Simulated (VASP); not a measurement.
Here is a VASP 6.6.1 calculation.

Contents of INCAR:

```
SYSTEM = ZrSbS
PREC     = Accurate       ! precision mode
ENCUT    = 500            ! plane-wave cutoff, eV
EDIFF    = 1E-6           ! SCF threshold, eV
ISMEAR   = -1             ! smearing method
SIGMA    = 0.1            ! smearing width, eV
LREAL    = .FALSE.        ! projectors in reciprocal space
LASPH    = .TRUE.         ! aspherical terms in the spheres
NELM     = 200            ! most SCF steps
ALGO     = Normal         ! electronic algorithm
ISIF     = 2              ! what is computed and relaxed
LWAVE    = .FALSE.        ! write WAVECAR
LCHARG   = .FALSE.        ! write CHGCAR
LMAXMIX  = 4              ! l up to which the mixer works
LDAU     = .TRUE.         ! DFT+U
LDAUTYPE = 2            
LDAUL    = -1 2 -1        ! shell
LDAUU    = 0 8 0          ! U, eV
LDAUJ    = 0 0 0        
LDAUPRINT= 1            
GGA      = PE             ! functional
NBANDS   = 42             ! bands
GGA_COMPAT= .FALSE.
```

File KPOINTS:

```
Automatic mesh
0
G
  5 5 2
  0 0 0
```

Contents of POSCAR:

```
ZrSbS
1.0
    3.8712160000      0.0000000000      0.0000000000
    0.0000000000      3.8712160000      0.0000000000
    0.0000000000      0.0000000000      8.5788720000
Sb Zr S
2 2 2
Direct
    0.0000000000      0.0000000000      0.0000000000
    0.5000000000      0.5000000000      0.0000000000
    0.0000000000      0.5000000000      0.2770000000
    0.5000000000      0.0000000000      0.7230000000
    0.0000000000      0.5000000000      0.6220000000
    0.5000000000      0.0000000000      0.3780000000
```

Potentials or basis: VASP PAW PBE potentials, release 64 (Sb_d_GW, Zr_sv, S).

The run is started by

```sh
$ cat potpaw_PBE.64/Sb_d_GW/POTCAR potpaw_PBE.64/Zr_sv/POTCAR potpaw_PBE.64/S/POTCAR > POTCAR
$ mpirun -np 1 vasp_std > vasp.out
```

(1) Predict the band gap on the k mesh.

(2) Predict the largest force.

Answers

(1) zero (bands 33 and 34 overlap by 1.09 eV).

(2) 1.166 eV/Å.

Caveat: the k points lie up to 0.37 Å⁻¹ apart, too coarse for converged energies and pressures of a metal; spin-orbit coupling is left out, which moves the levels of the heavy elements; U without spin polarisation on a metal has little footing; forces of over 1 eV/Å act on the atoms, so gaps and moduli don't describe the material at rest.
